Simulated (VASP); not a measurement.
The system is Y5N.

```xyz
6
Lattice="5.6216 0.0000 0.0000 -2.8108 4.8684 0.0000 0.0000 0.0000 4.4323" Properties=species:S:1:pos:R:3 pbc="T T T"
Y     2.8108    1.6228    0.0000
Y     2.8108    0.0000    2.2162
Y     1.4054    2.4342    2.2162
Y    -1.4054    2.4342    2.2162
Y     0.0000    3.2456    0.0000
N     0.0000    0.0000    0.0000
```

The cell was generated, and may not be a known phase.

| Item | Value |
| --- | --- |
| Program | VASP 6.6.1 |
| Task | relaxation of cell and atoms |
| Functional | PBE |
| Potentials or basis | VASP PAW PBE potentials, release 64 (Y_sv, N) |
| Cutoff | 600 eV |
| k mesh | 6 × 6 × 4 |
| Occupations | gaussian, width 0.1 eV |
| Spin | no spin polarisation |

At the start: pressure 27.4 GPa; volume 20.22 Å³/atom.

Problem. Where does the relaxation end?

Solution. Over 8 steps the energy falls by 992.9 meV/atom and the volume is 33.01 Å³/atom (+63.3 %); space group P6/mmm (No. 191, to 0.1 Å) before and after.

Step by step:
```tsv
step	energy change (eV)	largest force (eV/Å)	pressure (GPa)	volume (Å³)
1	0.0000	0.0000	27.43	121.30
2	-5.7259	0.0000	1.62	192.16
3	-5.6966	0.0000	-2.40	222.30
4	-5.8155	0.0000	-0.57	206.58
5	-5.8156	0.0000	-0.31	204.59
6	-5.9043	0.0000	-0.22	202.14
7	-5.9552	0.0000	-0.01	197.07
8	-5.9576	0.0000	-0.06	198.07
```

Final structure:
```
CELL_PARAMETERS angstrom
6.18703 0.00000 0.00000
-3.09351 5.35813 0.00000
0.00000 0.00000 5.97471
ATOMIC_POSITIONS crystal
Y 0.66667 0.33333 0.00000
Y 0.50000 0.00000 0.50000
Y 0.50000 0.50000 0.50000
Y 0.00000 0.50000 0.50000
Y 0.33333 0.66667 0.00000
N 0.00000 0.00000 0.00000
```

Caveat: the volume moved by over 15 % at a fixed basis, so the end points are rough.
